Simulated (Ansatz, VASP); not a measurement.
# One calculation of Sn, two programs

The input INCAR:

```
ALGO = Normal ; EDIFF = 1E-6
EDIFFG = -0.01 ; ENCUT = 600
GGA = PS ; IBRION = 2
ISIF = 3 ; ISMEAR = -1
LASPH = T ; LCHARG = F
LREAL = F ; LWAVE = F
NELM = 100 ; NSW = 80
PREC = Accurate ; SIGMA = 0.1
```

The input KPOINTS:

```
k-points
0
Gamma
  10 10 10
```

File POSCAR:

```
Sn
1.0
    3.1167899200      0.0000000000      0.0000000000
    0.0000000000      3.1167899200      0.0000000000
    0.0000000000      0.0000000000      3.1167899200
Sn
1
Direct
    0.0000000000      0.0000000000      0.0000000000
```

Input for Ansatz:

```yaml
crystal:
  lattice:
    - [3.11678992, 0.0, 0.0]
    - [0.0, 3.11678992, 0.0]
    - [0.0, 0.0, 3.11678992]
  atoms:
    - { symbol: Sn, position: [0.0, 0.0, 0.0] }
hamiltonian:
  xc: pbesol
  pseudopotentials:
    kind: paw
    azcp:
      Sn: "pseudopotentials/Sn.paw.azcp"
basis:
  ecutwfc: 420
  fft_grid_basis: typed
kpoints:
  mp_grid: { grid: [10, 10, 10], shift: [0, 0, 0] }
magnetization:
  spin_polarized: false
scf:
  occupations: { method: fermi_dirac, width: 0.1 }
relax:
  max_steps: 60
  f_tol: 0.01
  cell: {}
```

Alike in both runs: task relaxation of cell and atoms; functional PBEsol; k mesh 10 × 10 × 10; occupations fermi-dirac, width 0.1 eV; no spin polarisation.

|  | VASP | Ansatz |
| --- | --- | --- |
| version | VASP 6.6.1 | Ansatz 0.2.0 |
| potentials or method | VASP PAW PBE potentials, release 64 (Sn_d), cutoff 600 eV | plane waves (420 eV) with PAW, scalar-relativistic |
| valence electrons in the cell | 14 | 14 |

```tsv
	VASP	Ansatz	Ansatz less VASP
relaxed volume (Å³/atom)	27.78	27.79	+0.007
relaxed cell length with the largest relative difference (Å)	3.029	3.029	+0.0002
```

VASP's potentials were made for PBE, not for PBEsol, and Ansatz warns of the same on its side.
